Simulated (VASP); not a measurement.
A run of VASP 6.6.1:

The input INCAR:

```
PREC = Accurate ; ENCUT = 520
EDIFF = 1E-8 ; ISMEAR = -1
SIGMA = 0.03 ; LREAL = False
LASPH = True ; NELM = 60
ALGO = Normal ; ISIF = 2
LWAVE = False ; LCHARG = False
LEFG = True ; NBANDS = 7
```

File KPOINTS:

```
Automatic mesh
0
Gamma
  16 16 16
```

Contents of POSCAR:

```
Mg
1.0
    0.0000000000      2.1984420020      2.1984420020
    2.1984420020      0.0000000000      2.1984420020
    2.1984420020      2.1984420020      0.0000000000
Mg
1
Direct
    0.0000000000      0.0000000000      0.0000000000
```

Potentials or basis: VASP PAW LDA potentials, release 64 (Mg).

Command:

```bash
$ cat potpaw_LDA.64/Mg/POTCAR > POTCAR
$ mpirun -np 1 vasp_std > vasp.out
```

Hardware: 1 thread of Intel(R) Xeon(R) Platinum 8259CL CPU @ 2.50GHz (Skylake/Cascade Lake), on a shared host.

**Question.** How long does it take, and how much memory?

**Answer.** It took 9.6 s on 1 thread of Intel(R) Xeon(R) Platinum 8259CL CPU @ 2.50GHz (Skylake/Cascade Lake), with other jobs on the host, peak memory 0.14 GiB. Counts: scf iterations 11, k points 145.
